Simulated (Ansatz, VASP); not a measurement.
**SiC in VASP and in Ansatz**

The input INCAR:

```
SYSTEM = SiC
AGGAC = 1.0
AGGAX = 1.0
ALDAC = 0.0
ALDAX = 1.0
ALGO = Normal
EDIFF = 1E-7
EDIFFG = -0.01
ENCUT = 600
GGA = B5
GGA_COMPAT = .FALSE.
IBRION = 2
ISIF = 3
ISMEAR = -1
IVDW = 13
LASPH = .TRUE.
LCHARG = .FALSE.
LREAL = .FALSE.
LWAVE = .FALSE.
NELM = 120
NELMIN = 4
NSW = 80
PREC = Accurate
SIGMA = 0.05
VDW_A1 = 0.44488865
VDW_A2 = 4.0933009
VDW_S6 = 1.0
VDW_S8 = 2.34076671
```

KPOINTS

```
k-points
0
G
  10 10 10
  0 0 0
```

Contents of POSCAR:

```
SiC
1.0
    0.0000000000      2.1790000000      2.1790000000
    2.1790000000      0.0000000000      2.1790000000
    2.1790000000      2.1790000000      0.0000000000
Si C
1 1
Direct
    0.0000000000      0.0000000000      0.0000000000
    0.7500000000      0.7500000000      0.7500000000
```

input.yaml

```yaml
crystal:
  lattice:
    - [0.0, 2.179, 2.179]
    - [2.179, 0.0, 2.179]
    - [2.179, 2.179, 0.0]
  atoms:
    - { symbol: Si, position: [0.0, 0.0, 0.0] }
    - { symbol: C, position: [0.75, 0.75, 0.75] }
kpoints:
  mp_grid: { grid: [10, 10, 10] }
scf:
  occupations: { method: fermi_dirac, width: 0.05 }
hamiltonian:
  xc: blyp
  dispersion: d4
  pseudopotentials: { kind: all_electron, lapw: { basis_error: 0.001 } }
output:
  forces: true
  stress: true
relax:
  f_tol: 0.01
  max_steps: 60
  cell: {}
```

Alike in both runs: task relaxation of cell and atoms; functional BLYP; dispersion D4; k mesh 10 × 10 × 10; occupations fermi-dirac, width 0.05 eV; no spin polarisation.

```csv
,VASP,Ansatz
version,VASP 6.6.1,Ansatz 0.2.0
potentials or method,"VASP PAW PBE potentials, release 64 (Si, C), cutoff 600 eV","all-electron LAPW, scalar-relativistic"
```

Ansatz gave:

| Property | Result |
| --- | --- |
| relaxed volume (Å³/atom) | 10.31 |
| relaxed cell length with the largest relative difference (Å) | 3.078 |

Question: Estimate VASP's values.

Answer: Relaxed volume (Å³/atom): 10.32; relaxed cell length with the largest relative difference (Å): 3.079.

VASP's potentials were made for PBE, not for BLYP. Ansatz ran all-electron here, and VASP with PAW potentials.
